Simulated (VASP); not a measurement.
Crystal: LiCl.

```
Li Cl
1.0
     3.27112    0.05234    0.00000
     0.05234    3.27112    0.00000
     0.00000    0.00000    3.27112
Li Cl
1 1
Direct
  0.00000 0.00000 0.00000
  0.50000 0.50000 0.50000
```

This cell differs from its parent crystal: shear xy strain +3.2%.

Base run:

| Property | Result |
| --- | --- |
| Program | VASP 6.6.1 |
| Functional | r2SCAN |
| Potentials or basis | VASP PAW PBE potentials, release 64 (Li_sv, Cl) |
| Cutoff | 520 eV |
| k mesh | 8 × 8 × 8 |
| Occupations | gaussian, width 0.01 eV |
| Spin | no spin polarisation |

Its results: band gap on the k mesh 5.39 eV (least direct gap 5.97 eV).

Question: The run is repeated on the same cell with these changes: functional from r2SCAN to PBE; occupations from gaussian, width 0.01 eV to fermi-dirac, width 0.02 eV. What comes out?

Answer: Band gap on the k mesh 4.44 eV (least direct gap 5.18 eV).

A k mesh can miss the band edges.
